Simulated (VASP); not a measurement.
# KCl (Amm2) in VASP: notebook

Runs on KCl. Level: PBE. Tasks: single point.

All numbers are computed with VASP 6.6.1; they aren't measurements. Logs are shortened: lines on timing, memory, paths and dates and some standing lists are left out, and cuts for length are marked.

## (1) The cell of the first run

The structure is orthorhombic, space group Amm2 (No. 38). The conventional cell has a = 3.839 Å, b = 5.429 Å, c = 5.429 Å, α = 90.00°, β = 90.00°, γ = 90.00°. K (site symmetry mm2) has 6 Cl at 2.68 to 3.43 Å within 3.5 Å. Cl (site symmetry mm2) has 6 K at 2.68 to 3.43 Å within 3.5 Å.

## (2) Single point, PBE (atom 1 (K) moved by (-0.600, -0.600) A along x and y)

INCAR reads:

```
ALGO = Normal
EDIFF = 1E-6
ENCUT = 520
GGA = PE
ISIF = 2
ISMEAR = 0
LASPH = True
LCHARG = False
LREAL = False
LWAVE = False
NBANDS = 15
NELM = 60
PREC = Accurate
SIGMA = 0.05
```

KPOINTS reads:

```
k-points
0
Gamma
  6 6 6
```

POSCAR reads:

```
KCl
1.0
    3.8391960000      0.0000000000      0.0000000000
    0.0000000000      3.8391960000      0.0000000000
    0.0000000000      0.0000000000      3.8391960000
K Cl
1 1
Direct
   -0.1562827217     -0.1562827217      0.0000000000
    0.5000000000      0.5000000000      0.5000000000
```

Potentials or basis: VASP PAW PBE potentials, release 64 (K_sv, Cl).

The run is started by

```console
$ cat potpaw_PBE.64/K_sv/POTCAR potpaw_PBE.64/Cl/POTCAR > POTCAR
$ mpirun -np 1 vasp_std > vasp.out
```

OUTCAR:

```text
EDIFF = 1E-6
   ENCUT = 520
   GGA = PE
   ISIF = 2
   ISMEAR = 0
   LASPH = True
   LREAL = False
   NELM = 60
   PREC = Accurate

 ion  position               nearest neighbor table
   1  0.844  0.844  0.000-   2 2.68   2 2.68
   2  0.500  0.500  0.500-   1 2.68   1 2.68

  LATTYP: Found a simple cubic cell.
 ALAT       =     3.8391960000

  Lattice vectors:

 A1 = (   3.8391960000,   0.0000000000,   0.0000000000)
 A2 = (   0.0000000000,   3.8391960000,   0.0000000000)
 A3 = (   0.0000000000,   0.0000000000,   3.8391960000)

Analysis of symmetry for initial positions (statically):
=====================================================================
 Subroutine PRICEL returns:
 Original cell was already a primitive cell.

 Routine SETGRP: Setting up the symmetry group for a
 simple cubic supercell.

 Subroutine GETGRP returns: Found  4 space group operations
 (whereof  4 operations were pure point group operations)
 out of a pool of 48 trial point group operations.

The static configuration has the point symmetry C_2v.

Analysis of symmetry for dynamics (positions and initial velocities):
=====================================================================
 Subroutine PRICEL returns:
 Original cell was already a primitive cell.

 Routine SETGRP: Setting up the symmetry group for a
 simple cubic supercell.

 Subroutine GETGRP returns: Found  4 space group operations
 (whereof  4 operations were pure point group operations)
 out of a pool of 48 trial point group operations.

The dynamic configuration has the point symmetry C_2v.

 Subroutine INISYM returns: Found  4 space group operations
 (whereof  4 operations are pure point group operations),
 and found     1 'primitive' translations

----------------------------------------------------------------------------------------

                                     Primitive cell

  volume of cell :      56.5875

  direct lattice vectors                    reciprocal lattice vectors
     3.839196000  0.000000000  0.000000000     0.260471203  0.000000000  0.000000000
     0.000000000  3.839196000  0.000000000     0.000000000  0.260471203  0.000000000
     0.000000000  0.000000000  3.839196000     0.000000000  0.000000000  0.260471203

  length of vectors
     3.839196000  3.839196000  3.839196000     0.260471203  0.260471203  0.260471203

  position of ions in fractional coordinates (direct lattice)
     0.843717278  0.843717278  0.000000000
     0.500000000  0.500000000  0.500000000

  ion indices of the primitive-cell ions
   primitive index   ion index
                 1           1
                 2           2

----------------------------------------------------------------------------------------

 KPOINTS: k-points

Automatic generation of k-mesh.
 Grid dimensions read from file:
 generate k-points for:    6    6    6

 Generating k-lattice:

  Cartesian coordinates                     Fractional coordinates (reciprocal lattice)
     0.043411867  0.000000000  0.000000000     0.166666667  0.000000000  0.000000000
     0.000000000  0.043411867  0.000000000     0.000000000  0.166666667  0.000000000
     0.000000000  0.000000000  0.043411867     0.000000000  0.000000000  0.166666667

  Length of vectors
     0.043411867  0.043411867  0.043411867

  Shift w.r.t. Gamma in fractional coordinates (k-lattice)
     0.000000000  0.000000000  0.000000000

 Subroutine IBZKPT returns following result:
 ===========================================

 Found     52 irreducible k-points:

 Following reciprocal coordinates:
            Coordinates               Weight
  0.000000  0.000000  0.000000      1.000000
  0.166667  0.000000  0.000000      4.000000
  0.000000  0.000000  0.166667      2.000000
  0.333333  0.000000  0.000000      4.000000
  0.000000  0.000000  0.333333      2.000000
  0.500000  0.000000  0.000000      2.000000
[... 16 lines left out ...]
  0.333333  0.000000  0.500000      4.000000
  0.500000  0.500000  0.000000      1.000000
 [... further k-points ...]
   k-points           NKPTS =     52   k-points in BZ     NKDIM =     52   number of bands    NBANDS=     15
   number of dos      NEDOS =    301   number of ions     NIONS =      2
   total plane-waves  NPLWV =  27000
   dimension x,y,z NGX =    30 NGY =   30 NGZ =   30
   dimension x,y,z NGXF=    60 NGYF=   60 NGZF=   60
   ions per type =               1   1
   NGX,Y,Z   is equivalent  to a cutoff of  12.99, 12.99, 12.99 a.u.
   NGXF,Y,Z  is equivalent  to a cutoff of  25.98, 25.98, 25.98 a.u.
 SYSTEM =  unknown system
   PREC   = accura    normal or accurate (medium, high low for compatibility)
   ISTART =      0    job   : 0-new  1-cont  2-samecut
   ICHARG =      2    charge: 1-file 2-atom 10-const
   ISPIN  =      1    spin polarized calculation?
   LNONCOLLINEAR =      F non collinear calculations
   LSORBIT =      F    spin-orbit coupling
   LASPH  =      T    aspherical Exc in radial PAW
   ENCUT  =  520.0 eV  38.22 Ry    6.18 a.u.   7.14  7.14  7.14*2*pi/ulx,y,z
   NELM   =     60;   NELMIN=  2; NELMDL= -5     # of ELM steps
   EDIFF  = 0.1E-05   stopping-criterion for ELM
   LREAL  =      F    real-space projection
   EDIFFG = 0.1E-04   stopping-criterion for IOM
   NSW    =      0    number of steps for IOM
   IBRION =     -1    ionic relax: 0-MD 1-quasi-New 2-CG
   NFREE  =      0    steps in history (QN), initial steepest desc. (CG)
   ISIF   =      2    stress and relaxation
   ISYM   =      2    0-nonsym 1-usesym 2-fastsym
   POTIM  = 0.5000    time-step for ionic-motion
   TEBEG  =    0.0;   TEEND  =   0.0 temperature during run
   PSTRESS=    0.0 pullay stress
   NELECT =      16.0000    total number of electrons
   NUPDOWN=      -1.0000    fix difference up-down
   EMIN   =  10.00;   EMAX   =-10.00  energy-range for DOS
   EFERMI =   0.00;   METHOD = LEGACY
   ISMEAR =     0;   SIGMA  =   0.05  broadening in eV -4-tet -1-fermi 0-gaus
   EFERMI_NEDOS =   21; number of points for ismear=-14 and -15
   IALGO  =     38    algorithm
   IMIX   =      4    mixing-type and parameters
     AMIX     =   0.40;   BMIX     =  1.00
     AMIX_MAG =   1.60;   BMIX_MAG =  1.00
  volume/ion in A,a.u.               =      28.29       190.94
  Fermi-wavevector in a.u.,A,eV,Ry     =   1.074504  2.030517 15.708715  1.154558
  Thomas-Fermi vector in A             =   2.210334
   LORBIT       =      0    0 simple, 1 ext, 2 COOP (PROOUT), +10 PAW based schemes
   GGA     = PE    functional components
   LHFCALC =     F    Hartree Fock is set to
   AEXX    =    0.0000 exact exchange contribution
   IVDW    =     0    specifies the selected vdW correction
   LEPSILON=     F    determine dielectric tensor
   LRPA    =     F    only Hartree local field effects (RPA)
 non-spin polarized calculation
 Gauss-broadening in eV      SIGMA  =   0.05
  energy-cutoff  :      520.00
  volume of cell :       56.59
 maximum number of plane-waves:      1568
 NGX is ok and might be reduce to    30
   NGX = 15   NGY = 15   NGZ = 15

 number of electron      16.0000004 magnetization

 Free energy of the ion-electron system (eV)
  ---------------------------------------------------
  ext. energy  EPLUGINS =         0.00000000
  ---------------------------------------------------
  free energy    TOTEN  =        -6.20069955 eV

  energy without entropy =       -6.20069955  energy(sigma->0) =       -6.20069955

 E-fermi :  -0.7580     XC(G=0):  -7.9375

 val. band max:       -1.0340961890   @ k =   0.0000   0.5000   0.5000
 cond. band min:       3.9016056458   @ k =   0.0000   0.0000   0.0000
 fundamental gap:      4.9357018348
 Fermi energy:        -0.7580138643

 k-point     1 :       0.0000    0.0000    0.0000
  band No.  band energies     occupation
      1     -28.6114      2.00000
      2     -13.7681      2.00000
      3     -12.0554      2.00000
      4     -12.0240      2.00000
      5     -11.8160      2.00000
      6      -1.3399      2.00000
      7      -1.2423      2.00000
      8      -1.2256      2.00000
      9       3.9016      0.00000
     10       6.1012      0.00000
     11       6.8427      0.00000
     12       9.7345      0.00000
     13      10.3127      0.00000
     14      10.3164      0.00000
     15      10.4014      0.00000

 k-point     2 :       0.1667    0.0000    0.0000
  band No.  band energies     occupation
      1     -28.6062      2.00000
      2     -13.7906      2.00000
      3     -12.0515      2.00000
      4     -12.0460      2.00000
      5     -11.7767      2.00000
      6      -1.6843      2.00000
      7      -1.2572      2.00000
      8      -1.2355      2.00000
      9       4.4565      0.00000
     10       6.3221      0.00000
     11       7.1166      0.00000
     12       9.5928      0.00000
     13       9.7874      0.00000
     14      10.3119      0.00000
     15      10.7969      0.00000

 k-point     3 :       0.0000    0.0000    0.1667
  band No.  band energies     occupation
      1     -28.6052      2.00000
      2     -13.8305      2.00000
      3     -12.1049      2.00000
      4     -12.0173      2.00000
      5     -11.7126      2.00000
      6      -1.6575      2.00000
      7      -1.2833      2.00000
      8      -1.1659      2.00000
      9       4.4565      0.00000
     10       6.2961      0.00000
     11       6.7652      0.00000
     12       9.0896      0.00000
     13       9.7917      0.00000
     14      10.5455      0.00000
     15      11.1024      0.00000
[... 343 lines left out ...]
 k-point    23 :       0.3333    0.0000    0.5000
  band No.  band energies     occupation
      1     -28.5723      2.00000
      2     -13.8158      2.00000
      3     -12.2495      2.00000
      4     -12.0069      2.00000
      5     -11.7523      2.00000
      6      -2.1776      2.00000
      7      -1.8699      2.00000
      8      -1.0490      2.00000
      9       5.7355      0.00000
     10       6.7639      0.00000
     11       8.1026      0.00000
     12       8.3709      0.00000
     13       9.7324      0.00000
     14      10.9379      0.00000
     15      11.0928      0.00000

 k-point    24 :       0.5000    0.5000    0.0000
  band No.  band energies     occupation
      1     -28.5711      2.00000
      2     -13.7597      2.00000
      3     -12.2664      2.00000
      4     -11.9853      2.00000
      5     -11.7610      2.00000
      6      -2.1824      2.00000
      7      -2.1010      2.00000
      8      -1.2319      2.00000
      9       5.3139      0.00000
     10       6.6289      0.00000
     11       8.1326      0.00000
     12       8.9573      0.00000
     13      10.3519      0.00000
     14      10.5160      0.00000
     15      11.3577      0.00000

 [... further k-points ...]
[... 5 lines left out ...]
  --------------------------------------------------------------------------------------
  -------------------------------------------------------------------------------------
  Total        1.5109698      1.5109698      2.8395875      1.5305199      0.0000000      0.0000000
  in kB       42.7804675     42.7804675     80.3979514     43.3339937      0.0000000      0.0000000
  external PRESSURE =      55.3196288 kB  Pullay stress =       0.0000000 kB

 VOLUME and BASIS-vectors are now :
 -----------------------------------------------------------------------------
  energy-cutoff  :      520.00
  volume of cell :       56.59
      direct lattice vectors                 reciprocal lattice vectors
     3.839196000  0.000000000  0.000000000     0.260471203  0.000000000  0.000000000
     0.000000000  3.839196000  0.000000000     0.000000000  0.260471203  0.000000000
     0.000000000  0.000000000  3.839196000     0.000000000  0.000000000  0.260471203

 POSITION                                       TOTAL-FORCE (eV/Angst)
 -----------------------------------------------------------------------------------
      3.23920      3.23920      0.00000         1.127142      1.127142      0.000000
      1.91960      1.91960      1.91960        -1.127142     -1.127142      0.000000
 -----------------------------------------------------------------------------------
    total drift:                                0.000246      0.000246     -0.000000

  FREE ENERGIE OF THE ION-ELECTRON SYSTEM (eV)
  ---------------------------------------------------
  free  energy   TOTEN  =        -6.2006995460 eV

  energy  without entropy=       -6.2006995460  energy(sigma->0) =       -6.20069955
```

Wall time 55 s (1 thread of AMD EPYC 7R43 (Zen 3), shared host); peak memory 0.15 GiB.

Results:

```yaml
Free_energy: -6.2007 eV
Pressure: 5.5 GPa
Largest_force: 1.594 eV/Å
Band_gap_on_the_k_mesh: 4.94 eV (least direct gap 5.13 eV)
```

Forces in eV/Å, atoms in the order of the input:
```
K    1.127  1.127  0.000
Cl  -1.127 -1.127  0.000
```

Levels at points of the mesh, in eV from the valence-band top:
```tsv
k point	band 4	band 5	band 6	band 7	band 8	band 9	band 10	band 11	band 12	band 13
(0.00, 0.00, 0.00)	-10.99	-10.78	-0.31	-0.21	-0.19	4.94	7.14	7.88	10.77	11.35
(0.50, 0.00, 0.00)	-10.98	-10.67	-1.58	-0.27	-0.08	7.52	7.79	8.60	9.86	10.37
(0.00, 0.00, 0.50)	-10.96	-10.53	-1.51	-0.10	-0.07	7.39	7.65	7.71	8.46	11.53
(0.50, 0.50, 0.00)	-10.95	-10.73	-1.15	-1.07	-0.20	6.35	7.66	9.17	9.99	11.39
(0.00, 0.50, 0.50)	-10.97	-10.79	-1.04	-1.02	0.00	6.58	7.97	9.17	9.26	11.31
(0.50, 0.50, 0.50)	-11.17	-10.90	-1.22	-1.01	-0.93	8.04	8.08	9.03	10.30	12.39
```

Caveat: the cell differs from its parent crystal (atom 1 (K) moved by (-0.600, -0.600) A along x and y); the cell stands under pressure; forces of over 1 eV/Å act on the atoms, so gaps and moduli don't describe the material at rest. A k mesh can miss the band edges.

## (3) Single point, PBE (atom 1 (K) moved by (-0.300, -0.300) A along x and y)

INCAR reads:

```
SYSTEM = KCl
PREC = Accurate
ENCUT = 520
EDIFF = 1E-7
ISMEAR = 0
SIGMA = 0.05
LREAL = .FALSE.
LASPH = .TRUE.
NELM = 60
ALGO = Normal
ISIF = 2
LWAVE = .FALSE.
LCHARG = .FALSE.
GGA = PE
NBANDS = 15
```

KPOINTS reads:

```
Automatic mesh
0
G
  6 6 6
  0 0 0
```

Edit POSCAR of step 2 so:

```diff
@@ -8,3 +8,3 @@
 Direct
-   -0.1562827217     -0.1562827217      0.0000000000
+   -0.0781413608     -0.0781413608      0.0000000000
     0.5000000000      0.5000000000      0.5000000000
```

Potentials or basis: VASP PAW PBE potentials, release 64 (K_sv, Cl).

The run is started by

```console
$ cat potpaw_PBE.64/K_sv/POTCAR potpaw_PBE.64/Cl/POTCAR > POTCAR
$ mpirun -np 1 vasp_std > vasp.out
```

It took 50 s on 1 thread of AMD EPYC 7R43 (Zen 3), shared host; peak memory 0.15 GiB.

The run converged. Its results:

```yaml
Free_energy: -6.5837 eV
Pressure: 1.1 GPa
Largest_force: 0.404 eV/Å
Band_gap_on_the_k_mesh: 4.86 eV (least direct gap 5.04 eV)
```

Forces on the atoms (eV/Å):
```
K    0.286  0.286  0.000
Cl  -0.286 -0.286  0.000
```

Stress tensor (GPa, compression positive):
```
1.03 1.10 0.00
1.10 1.03 0.00
0.00 0.00 1.33
```

Levels at points of the mesh, in eV from the valence-band top:
```tsv
k point	band 5	band 6	band 7	band 8	band 9	band 10	band 11	band 12
(0.00, 0.00, 0.00)	-11.26	-0.22	-0.19	-0.18	4.86	6.71	6.93	10.67
(0.50, 0.00, 0.00)	-11.13	-1.69	-0.21	-0.14	7.71	7.78	8.34	9.71
(0.00, 0.00, 0.50)	-11.09	-1.69	-0.18	-0.14	7.63	7.82	8.12	9.15
(0.50, 0.50, 0.00)	-11.25	-1.15	-1.14	-0.04	6.28	7.35	9.03	9.21
(0.00, 0.50, 0.50)	-11.26	-1.15	-1.13	0.00	6.32	7.50	9.06	9.12
(0.50, 0.50, 0.50)	-11.45	-1.26	-1.23	-1.20	8.40	8.44	8.88	9.99
```

Caveat: the cell differs from its parent crystal (atom 1 (K) moved by (-0.300, -0.300) A along x and y). A k mesh can miss the band edges.
